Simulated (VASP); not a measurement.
## BP (r.b): single point with r2SCAN+rVV10

Crystal: BP (r.b).

```
CELL_PARAMETERS angstrom
0.00000 2.26000 2.26000
2.26000 0.00000 2.26000
2.26000 2.26000 0.00000
ATOMIC_POSITIONS crystal
B 0.00000 0.00000 0.00000
P 0.25000 0.25000 0.25000
```

* Program: VASP 6.6.1
* Task: single point
* Functional: r2SCAN
* Dispersion: rVV10
* Potentials or basis: VASP PAW PBE potentials, release 64 (B, P)
* Cutoff: 550 eV
* k mesh: 8 × 8 × 8
* Occupations: gaussian, width 0.1 eV
* Spin: no spin polarisation

```yaml
Pressure: 0.8 GPa
Band_gap_on_the_k_mesh: 1.43 eV, indirect (least direct gap 3.65 eV)
```

Levels at points of the mesh, in eV from the valence-band top:
```csv
k point,band 2,band 3,band 4,band 5,band 6,band 7
"(0.00, 0.00, 0.00)",0.00,0.00,0.00,3.65,3.65,3.65
"(0.50, 0.00, 0.00)",-9.61,-1.88,-1.88,4.20,5.02,5.02
"(0.50, 0.50, 0.00)",-9.20,-4.40,-4.40,1.48,1.86,13.18
```

Wall time 26 s on 1 thread of Intel(R) Xeon(R) 6975P-C (Granite Rapids), on a shared host, peak memory 0.2 GiB.

Caveat: the PAW data sets were made with another functional, which shifts forces and pressure a little. A k mesh can miss the band edges.
